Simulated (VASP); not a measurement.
Here is a VASP 6.6.1 calculation.

Contents of POSCAR:

```
NaI
1.0
    0.0000000000      3.2297205115      3.2135719090
    3.2297205115      0.0000000000      3.2135719090
    3.2297205115      3.2297205115      0.0000000000
Na I
1 1
Direct
    0.0000000000      0.0000000000      0.0000000000
    0.5000000000      0.5000000000      0.5000000000
```

INCAR.step1

```
PREC = Accurate
ENCUT = 520
ISMEAR = 0
SIGMA = 0.01
LREAL = False
LASPH = True
NELM = 100
NBANDS = 14
GGA = PE
ALGO = Normal
EDIFF = 1E-4
LWAVE = True
LCHARG = False
```

The input INCAR.step2:

```
PREC = Accurate
ENCUT = 520
EDIFF = 1E-7
ISMEAR = 0
SIGMA = 0.01
LREAL = False
LASPH = True
NELM = 100
ALGO = Normal
ISIF = 2
LWAVE = False
LCHARG = True
METAGGA = R2SCAN
LMIXTAU = True
LELF = True
LVHAR = True
NBANDS = 14
ISTART = 1
```

KPOINTS

```
regular mesh
0
Gamma
  8 8 8
```

Potentials or basis: VASP PAW PBE potentials, release 64 (Na_pv, I).

Run with:

```console
$ cat potpaw_PBE.64/Na_pv/POTCAR potpaw_PBE.64/I/POTCAR > POTCAR
$ cp INCAR.step1 INCAR
$ mpirun -np 1 vasp_std > vasp.out
$ cp INCAR.step2 INCAR
$ mpirun -np 1 vasp_std > vasp.out
```

Problem. What does it give for the pressure?

Solution. 0.0 GPa.

Problem. What does it give for the band gap on the k mesh?

Solution. 4.47 eV, direct.

Stress tensor (GPa, compression positive):
```
-0.04  0.00  0.00
 0.00 -0.04  0.00
 0.00  0.00  0.11
```

Caveat: the cell differs from its parent crystal (uniaxial z strain -0.5%); the PAW data sets were made with another functional, which shifts forces and pressure a little; spin-orbit coupling is left out, which moves the levels of the heavy elements.
